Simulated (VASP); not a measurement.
Here is a VASP 6.6.1 calculation.

INCAR

```
  ALGO = Normal
  EDIFF = 1E-6
  ENCUT = 600
  GGA = PE
  GGA_COMPAT = F
  ISIF = 2
  ISMEAR = -1
  LASPH = T
  LCHARG = F
  LREAL = F
  LWAVE = F
  NBANDS = 28
  NELM = 120
  PREC = Accurate
  SIGMA = 0.02
```

Contents of KPOINTS:

```
k-points
0
Gamma
  6 6 6
```

Contents of POSCAR:

```
SnO
1.0
    4.0167943881      0.0000000000      0.0000000000
    0.0000000000      3.7926488416      0.0000000000
    0.0000000000      0.0000000000      4.7582137882
Sn O
2 2
Direct
    0.5000000000      0.0000000000      0.2334965399
    0.0000000000      0.5000000000      0.7665034601
    0.0000000000      0.0000000000      0.0096912188
    0.5000000000      0.5000000000     -0.0096912188
```

Potentials or basis: VASP PAW PBE potentials, release 64 (Sn_d, O).

Run with:

```console
$ cat potpaw_PBE.64/Sn_d/POTCAR potpaw_PBE.64/O/POTCAR > POTCAR
$ mpirun -np 1 vasp_std > vasp.out
```

Problem. What does it give for the pressure?

Solution. 1.6 GPa.

Problem. Predict the band gap on the k mesh.

Solution. 0.42 eV (least direct gap 1.96 eV).

Forces on the atoms (eV/Å):
```
Sn   0.000  0.000  0.513
Sn   0.000  0.000 -0.513
O    0.000  0.000  0.069
O    0.000  0.000 -0.069
```

Caveat: the cell differs from its parent crystal (uniaxial x strain +5.9%); spin-orbit coupling is left out, which moves the levels of the heavy elements. A k mesh can miss the band edges.
